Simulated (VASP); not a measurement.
Set up this calculation in VASP 6.6.1, as the native input.

| Quantity | Value |
| --- | --- |
| Task | relaxation of cell and atoms |
| Functional | LDA |
| Potentials or basis | VASP PAW LDA potentials, release 64 (Tc_pv) |
| Cutoff | 600 eV |
| k mesh | 10 × 10 × 10 |
| Occupations | methfessel-paxton, width 0.05 eV |
| Spin | no spin polarisation |
| Dipole correction | no |
| Further INCAR settings | ALGO = Normal; EDIFF = 1e-07; IBRION = 2; EDIFFG = -0.03; NSW = 80; ISIF = 3 |

The structure of Tc lies in POSCAR:

```
Tc
1.0
    2.7577160000      0.0000000000      0.0000000000
    1.3788580000      2.3882521124      0.0000000000
    1.3788580000      0.7960840375      2.2516656852
Tc
1
Direct
    0.0000000000      0.0000000000      0.0000000000
```

These files were run (other wordings do the same):

INCAR

```
PREC     = Accurate       # precision mode
ENCUT    = 600            # plane-wave cutoff, eV
EDIFF    = 1E-7           # SCF threshold, eV
ISMEAR   = 1              # smearing method
SIGMA    = 0.05           # smearing width, eV
LREAL    = F              # projectors in reciprocal space
LASPH    = T              # aspherical terms in the spheres
NELM     = 100            # most SCF steps
ALGO     = Normal         # electronic algorithm
ISIF     = 3              # what is computed and relaxed
LWAVE    = F              # write WAVECAR
LCHARG   = F              # write CHGCAR
IBRION   = 2              # ionic algorithm
NSW      = 80             # ionic steps
EDIFFG   = -0.03          # ionic threshold
```

KPOINTS

```
Automatic mesh
0
Gamma
  10 10 10
```

Potentials or basis: VASP PAW LDA potentials, release 64 (Tc_pv).

Run with:

```console
$ cat potpaw_LDA.64/Tc_pv/POTCAR > POTCAR
$ mpirun -np 1 vasp_std > vasp.out
```

It gave:

The relaxed volume is 13.86 Å³/atom and the relaxed cell is a = 2.696 Å, b = 2.696 Å, c = 2.696 Å, α = 60.00°, β = 60.00°, γ = 60.00°. The space group after relaxing (to 0.05 Å) is Fm-3m (No. 225) and the energy gained by relaxing is 62.6 meV/atom. The ionic steps are 5 and the pressure after relaxing is 0.0 GPa.

Run time: 9.3 s on 1 thread of Intel(R) Xeon(R) 6975P-C (Granite Rapids), with other jobs on the host, peak memory 0.14 GiB.
